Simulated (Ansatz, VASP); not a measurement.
## One calculation of TiTe2, two programs

```
CELL_PARAMETERS angstrom
3.77700 0.00000 0.00000
-1.88850 3.27098 0.00000
0.00000 0.00000 6.49800
ATOMIC_POSITIONS crystal
Te 0.33333 0.66667 0.73720
Te 0.66667 0.33333 0.26280
Ti 0.00000 0.00000 0.00000
```

Alike in both runs: task relaxation of cell and atoms; functional PBE; k mesh 8 × 8 × 4; occupations fermi-dirac, width 0.05 eV; no spin polarisation.

|  | VASP | Ansatz |
| --- | --- | --- |
| version | VASP 6.6.1 | Ansatz 0.2.0 |
| potentials or method | VASP PAW PBE potentials, release 64 (Te, Ti_sv) | Ansatz PAW |
| plane-wave cutoff (eV) | 600 | 420 |
| valence electrons in the cell | 24 | 44 |

|  | VASP | Ansatz | Ansatz less VASP |
| --- | --- | --- | --- |
| gap on the k mesh at the Fermi level, each at its own relaxed structure (eV) | none | none | - |
| relaxed volume (Å³/atom) | 27.81 | 27.86 | +0.042 |
| relaxed cell length with the largest relative difference (Å) | 3.784 | 3.788 | +0.0037 |

A gap of «none» marks a metal or a gap that the smearing closes. VASP's potentials hold 24 valence electrons a cell and Ansatz's 44, so a difference there can come from the potentials and not from the codes.

Neither program's run includes spin-orbit coupling. Noted on Ansatz's run: the plane-wave basis is chosen anew once the cell has moved, so the energies of steps on either side of that aren't comparable.
